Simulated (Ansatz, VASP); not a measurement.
**Co: VASP beside Ansatz**

```
Co
1.0
     2.51900    0.00000    0.00000
    -1.25950    2.18152    0.00000
     0.00000    0.00000    3.96827
Co
2
Direct
  0.33333 0.66667 0.25000
  0.66667 0.33333 0.75000
```

Change from the starting cell: zz strain of -3 %.

Alike in both runs: task single point; functional PBEsol; k mesh 19 × 19 × 10; occupations fermi-dirac, width 0.05 eV; collinear spin.

|  | VASP | Ansatz |
| --- | --- | --- |
| version | VASP 6.6.1 | Ansatz 0.2.0 |
| potentials or method | VASP PAW PBE potentials, release 64 (Co), cutoff 520 eV | all-electron LAPW, scalar-relativistic |

Ansatz gave:

- pressure (GPa): -10.7
- traceless stress, the component that is largest in VASP (GPa): 4.66
- net moment per atom (μB): 1.61
- size of the moment on the site where the two differ most (μB): 1.67

Problem. Which values does VASP return?

Solution. Pressure (GPa): -11.3; traceless stress, the component that is largest in VASP (GPa): 4.46; net moment per atom (μB): 1.61; size of the moment on the site where the two differ most (μB): 1.62.

VASP's potentials were made for PBE, not for PBEsol. Site moments also hang on the region over which each program counts them. Ansatz ran all-electron here, and VASP with PAW potentials.
